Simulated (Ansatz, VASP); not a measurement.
## Ga4O: VASP beside Ansatz

```
Ga O
1.0
     6.11666    0.00000    0.00000
    -3.05833    5.29718    0.00000
     0.00000    0.00000    2.79392
Ga O
4 1
Cartesian
  -1.5288 4.4141 1.3970
  0.0000 1.7662 1.3970
  1.5288 4.4141 1.3970
  3.0583 1.7657 1.3970
  0.0000 3.5315 0.0000
```

Alike in both runs: functional PBE; k mesh 6 × 6 × 14; occupations gaussian, width 0.1 eV; no spin polarisation.

Ansatz relaxed the structure, and its values are those at the end. VASP's run is a single point on that final structure, the one shown.

```csv
,VASP,Ansatz
version,VASP 6.6.1,Ansatz 0.2.0
potentials or method,"VASP PAW PBE potentials, release 64 (Ga_d, O), cutoff 520 eV","scalar-relativistic, plane waves, PAW"
valence electrons in the cell,58,58
```

Ansatz gave:

- gap on the k mesh at the Fermi level (eV): none
- pressure (GPa): 0.0
- rms of the force components (eV/Å): 0.000

Estimate VASP's values.

gap on the k mesh at the Fermi level (eV): none; pressure (GPa): 0.2; rms of the force components (eV/Å): 0.016.

A gap of «none» marks a metal or a gap that the smearing closes.
